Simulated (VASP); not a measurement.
# CdF2 (Fm-3m) in VASP: a series of runs, part 2 of 2

VASP 6.6.1.

### 3 Single point, PBE

This run uses another cell than the first one, of 12.98 Å³/atom, 0.983 times its volume.

Contents of INCAR:

```
SYSTEM = CdF2
PREC = Accurate
ENCUT = 520
EDIFF = 1E-6
ISMEAR = -1
SIGMA = 0.01
LREAL = .FALSE.
LASPH = .TRUE.
NELM = 60
ALGO = Normal
ISIF = 2
LWAVE = .FALSE.
LCHARG = .FALSE.
GGA = PE
NBANDS = 20
```

Contents of KPOINTS:

```
regular mesh
0
G
  6 6 6
  0 0 0
```

Contents of POSCAR:

```
CdF2
1.0
    0.0000000000      2.6901767148      2.6901767148
    2.6901767148      0.0000000000      2.6901767148
    2.6901767148      2.6901767148      0.0000000000
Cd F
1 2
Direct
    0.0000000000      0.0000000000      0.0000000000
    0.2500000000      0.2500000000      0.2500000000
    0.7500000000      0.7500000000      0.7500000000
```

Potentials or basis: VASP PAW PBE potentials, release 64 (Cd, F).

The run is started by

```sh
$ cat potpaw_PBE.64/Cd/POTCAR potpaw_PBE.64/F/POTCAR > POTCAR
$ mpirun -np 1 vasp_std > vasp.out
```

OUTCAR:

```text
SYSTEM = CdF2
   PREC = Accurate
   ENCUT = 520
   EDIFF = 1E-6
   ISMEAR = -1
   LREAL = .FALSE.
   LASPH = .TRUE.
   NELM = 60
   ISIF = 2
   GGA = PE

 ion  position               nearest neighbor table
   1  0.000  0.000  0.000-   3 2.33   3 2.33   3 2.33   2 2.33   3 2.33   2 2.33   2 2.33   2 2.33

   2  0.250  0.250  0.250-   1 2.33   1 2.33   1 2.33   1 2.33
   3  0.750  0.750  0.750-   1 2.33   1 2.33   1 2.33   1 2.33

  LATTYP: Found a face centered cubic cell.
 ALAT       =     5.3803534296

  Lattice vectors:

[... 546 lines left out ...]

  FORCE on cell =-STRESS in cart. coord.  units (eV):
  Direction    XX          YY          ZZ          XY          YZ          ZX
  --------------------------------------------------------------------------------------
  -------------------------------------------------------------------------------------
  Total        1.6360292      1.6360292      1.6360292      0.0000000     -0.0000000      0.0000000
  in kB       67.3176916     67.3176916     67.3176916      0.0000000     -0.0000000      0.0000000
  external PRESSURE =      67.3176916 kB  Pullay stress =       0.0000000 kB

 VOLUME and BASIS-vectors are now :
 -----------------------------------------------------------------------------
  energy-cutoff  :      520.00
  volume of cell :       38.94
      direct lattice vectors                 reciprocal lattice vectors
     0.000000000  2.690176715  2.690176715    -0.185861396  0.185861396  0.185861396
     2.690176715  0.000000000  2.690176715     0.185861396 -0.185861396  0.185861396
     2.690176715  2.690176715  0.000000000     0.185861396  0.185861396 -0.185861396

 POSITION                                       TOTAL-FORCE (eV/Angst)
 -----------------------------------------------------------------------------------
      0.00000      0.00000      0.00000        -0.000000     -0.000000      0.000000
      1.34509      1.34509      1.34509        -0.000000     -0.000000     -0.000000
      4.03527      4.03527      4.03527         0.000000      0.000000      0.000000
 -----------------------------------------------------------------------------------
    total drift:                                0.000000      0.000000      0.000000

  FREE ENERGIE OF THE ION-ELECTRON SYSTEM (eV)
  ---------------------------------------------------
  free  energy   TOTEN  =       -10.8521742250 eV

  energy  without entropy=      -10.8521742250  energy(sigma->0) =      -10.85217423
```

Wall time 7 s (1 thread of Intel Xeon 6975P-C (Granite Rapids), shared host); peak memory 0.15 GiB.

What came out:

| Quantity | Value |
| --- | --- |
| Free energy | -10.8522 eV |
| Pressure | 6.7 GPa |
| Band gap on the k mesh | 3.10 eV, indirect (least direct gap 3.58 eV) |

Levels at points of the mesh, in eV from the valence-band top:
```
           k point  band 9  band 10  band 11  band 12  band 13  band 14  band 15  band 16  band 17  band 18
(0.00, 0.00, 0.00)   -0.96    -0.96    -0.47    -0.47    -0.47     3.10    12.74    12.74    12.74    17.70
(0.50, 0.00, 0.00)   -2.27    -1.83    -1.83    -0.37    -0.37     7.23     9.19    14.56    14.56    18.24
(0.50, 0.50, 0.00)   -2.96    -2.96    -0.48    -0.07    -0.07     8.06     9.70    11.95    14.34    14.34
```

### 4 Single point, PBE

This run uses another cell than the first one, of 12.77 Å³/atom, 0.968 times its volume.

Contents of INCAR:

```
PREC = Accurate
ENCUT = 520
EDIFF = 1E-6
ISMEAR = -1
SIGMA = 0.01
LREAL = F
LASPH = T
NELM = 60
ALGO = Normal
ISIF = 2
LWAVE = F
LCHARG = F
GGA = PE
NBANDS = 20
```

Contents of KPOINTS:

```
Automatic mesh
0
Gamma
  6 6 6
```

Contents of POSCAR:

```
CdF2
1.0
    0.0000000000      2.6757512422      2.6757512422
    2.6757512422      0.0000000000      2.6757512422
    2.6757512422      2.6757512422      0.0000000000
Cd F
1 2
Direct
    0.0000000000      0.0000000000      0.0000000000
    0.2500000000      0.2500000000      0.2500000000
    0.7500000000      0.7500000000      0.7500000000
```

The run is started by

```sh
$ cat potpaw_PBE.64/Cd/POTCAR potpaw_PBE.64/F/POTCAR > POTCAR
$ mpirun -np 1 vasp_std > vasp.out
```

It took 7 s on 1 thread of Intel Xeon 6975P-C (Granite Rapids), shared host; peak memory 0.15 GiB.

It converged, with:

```yaml
Free_energy: -10.8209 eV
Pressure: 8.8 GPa
Band_gap_on_the_k_mesh: 3.16 eV, indirect (least direct gap 3.61 eV)
```

Levels at points of the mesh, in eV from the valence-band top:
```
           k point  band 10  band 11  band 12  band 13  band 14  band 15  band 16  band 17
(0.00, 0.00, 0.00)    -1.00    -0.45    -0.45    -0.45     3.16    12.82    12.82    12.82
(0.50, 0.00, 0.00)    -1.90    -1.90    -0.36    -0.36     7.35     9.25    14.70    14.70
(0.50, 0.50, 0.00)    -3.05    -0.52    -0.07    -0.07     8.19     9.79    11.98    14.49
```

A k mesh can miss the band edges. As with any semilocal functional, this PBE gap is likely too small.

### 5 Single point, PBE

This run uses another cell than the first one, of 13.73 Å³/atom, 1.040 times its volume.

Contents of INCAR:

```
SYSTEM = CdF2
  PREC = Accurate
  ENCUT = 520
  EDIFF = 1E-6
  ISMEAR = -1
  SIGMA = 0.01
  LREAL = .False.
  LASPH = .True.
  NELM = 100
  ALGO = Normal
  ISIF = 2
  LWAVE = .False.
  LCHARG = .False.
  GGA = PE
  NBANDS = 20
```

Contents of KPOINTS:

```
Automatic mesh
0
Gamma
  6 6 6
  0 0 0
```

Contents of POSCAR:

```
CdF2
1.0
    0.0000000000      2.7407404530      2.7407404530
    2.7407404530      0.0000000000      2.7407404530
    2.7407404530      2.7407404530      0.0000000000
Cd F
1 2
Direct
    0.0000000000      0.0000000000      0.0000000000
    0.2500000000      0.2500000000      0.2500000000
    0.7500000000      0.7500000000      0.7500000000
```

The run is started by

```sh
$ cat potpaw_PBE.64/Cd/POTCAR potpaw_PBE.64/F/POTCAR > POTCAR
$ mpirun -np 1 vasp_std > vasp.out
```

Run time: 8.2 s. Hardware: 1 thread of Intel Xeon 6975P-C (Granite Rapids), shared host; peak memory 0.16 GiB.

Results (log left out):

* Free energy: -10.9053 eV
* Pressure: 0.5 GPa
* Band gap on the k mesh: 2.90 eV, indirect (least direct gap 3.44 eV)

Levels at points of the mesh, in eV from the valence-band top:
| k point | band 11 | band 12 | band 13 | band 14 | band 15 | band 16 |
| --- | --- | --- | --- | --- | --- | --- |
| (0.00, 0.00, 0.00) | -0.54 | -0.54 | -0.54 | 2.90 | 12.47 | 12.47 |
| (0.50, 0.00, 0.00) | -1.63 | -0.41 | -0.41 | 6.80 | 9.00 | 14.06 |
| (0.50, 0.50, 0.00) | -0.39 | -0.06 | -0.06 | 7.60 | 9.39 | 11.83 |

A k mesh can miss the band edges.

### 6 The runs side by side

| cell | gap on the mesh (eV) | pressure (GPa) |
| --- | --- | --- |
| a = 3.826 Å, angles 60.0°, 3 atoms | 3.04 | 4.7 |
| a = 3.804 Å, angles 60.0°, 3 atoms | 3.10 | 6.7 |
| a = 3.784 Å, angles 60.0°, 3 atoms | 3.16 | 8.8 |
| a = 3.876 Å, angles 60.0°, 3 atoms | 2.90 | 0.5 |

Alike in all rows: task single point; level PBE; potentials or basis VASP PAW PBE potentials, release 64 (Cd, F); no spin polarisation; k mesh 6 × 6 × 6; cutoff (eV) 520; smearing fermi-dirac 0.01 eV.

Total energies depend on the potentials used, so only differences within one code and one set of settings carry meaning.
